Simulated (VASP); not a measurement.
LiF:

```
CELL_PARAMETERS angstrom
2.38375 0.00000 0.00000
-1.19187 2.06438 0.00000
0.00000 0.00000 3.88551
ATOMIC_POSITIONS crystal
Li 0.00000 0.00000 0.00000
Li 0.00000 0.00000 0.50000
F 0.33333 0.66667 0.25000
F 0.66667 0.33333 0.75000
```

| Property | Result |
| --- | --- |
| Program | VASP 6.6.1 |
| Task | relaxation of cell and atoms |
| Functional | PBE |
| Potentials or basis | VASP PAW PBE potentials, release 64 (Li_sv, F_h) |
| Cutoff | 1350 eV |
| k mesh | 12 × 12 × 6 |
| Occupations | fermi-dirac, width 0.02 eV |
| Spin | no spin polarisation |

At the start: pressure 127.0 GPa; volume 4.78 Å³/atom.

Task: Where does the relaxation end?

Result: Over 10 steps the energy falls by 882.1 meV/atom and the volume is 8.36 Å³/atom (+74.8 %); space group P6_3/mmc (No. 194, to 0.1 Å) before and after.

The path:
```
step  energy change (eV)  largest force (eV/Å)  pressure (GPa)  volume (Å³)
   1              0.0000                0.0000          127.00        19.12
   2             -3.4928                0.0000            4.73        31.63
   3             -3.5150                0.0000            2.02        32.64
   4             -3.5113                0.0000           -2.69        34.73
   5             -3.5210                0.0000           -0.20        33.57
   6             -3.5202                0.0000            0.60        33.23
   7             -3.5257                0.0000            0.61        33.20
   8             -3.5277                0.0000            0.62        33.17
   9             -3.5282                0.0000            0.16        33.36
  10             -3.5282                0.0000            0.01        33.43
```

Final structure:
```yaml
crystal:
  lattice:
    - [2.82168, 0.00000, 0.00000]
    - [-1.41084, 2.44365, 0.00000]
    - [0.00000, 0.00000, 4.84759]
  atoms:
    - { symbol: Li, position: [0.00000, 0.00000, 0.00000] }
    - { symbol: Li, position: [0.00000, 0.00000, 0.50000] }
    - { symbol: F, position: [0.33333, 0.66667, 0.25000] }
    - { symbol: F, position: [0.66667, 0.33333, 0.75000] }
```

Caveat: the volume moved by over 15 % at a fixed basis, so the end points are rough.
